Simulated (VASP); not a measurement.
Crystal: CdS.

```
CELL_PARAMETERS angstrom
0.00000 2.75324 2.75324
2.75324 0.00000 2.75324
2.75324 2.75324 0.00000
ATOMIC_POSITIONS crystal
Cd 0.00000 0.00000 0.00000
S 0.50000 0.50000 0.50000
```

- Program: VASP 6.6.1
- Task: relaxation of cell and atoms
- Functional: PBE
- Dispersion: D4
- Potentials or basis: VASP PAW PBE potentials, release 64 (Cd, S)
- Cutoff: 600 eV
- k mesh: 8 × 8 × 8
- Occupations: fermi-dirac, width 0.05 eV
- Spin: no spin polarisation

At the start: pressure -2.9 GPa; volume 20.87 Å³/atom.

**Question.** How do energy, volume and symmetry change on relaxing?

**Answer.** Over 3 steps the energy falls by 7.7 meV/atom and the volume is 20.06 Å³/atom (-3.9 %); space group Fm-3m (No. 225, to 0.05 Å).

Step by step:
| step | energy change (eV) | largest force (eV/Å) | pressure (GPa) | volume (Å³) |
| --- | --- | --- | --- | --- |
| 1 | 0.0000 | 0.0000 | -2.92 | 41.74 |
| 2 | -0.0129 | 0.0000 | 1.32 | 39.48 |
| 3 | -0.0154 | 0.0000 | -0.03 | 40.11 |

Final structure:
```cif
data_structure
_symmetry_space_group_name_H-M 'P 1'
_symmetry_Int_Tables_number 1
_cell_length_a 3.8423
_cell_length_b 3.8423
_cell_length_c 3.8423
_cell_angle_alpha 60.000
_cell_angle_beta 60.000
_cell_angle_gamma 60.000
_cell_volume 40.11
loop_
_atom_site_label
_atom_site_type_symbol
_atom_site_fract_x
_atom_site_fract_y
_atom_site_fract_z
_atom_site_occupancy
Cd1 Cd 0.00000 0.00000 0.00000 1
S1 S 0.50000 0.50000 0.50000 1
```
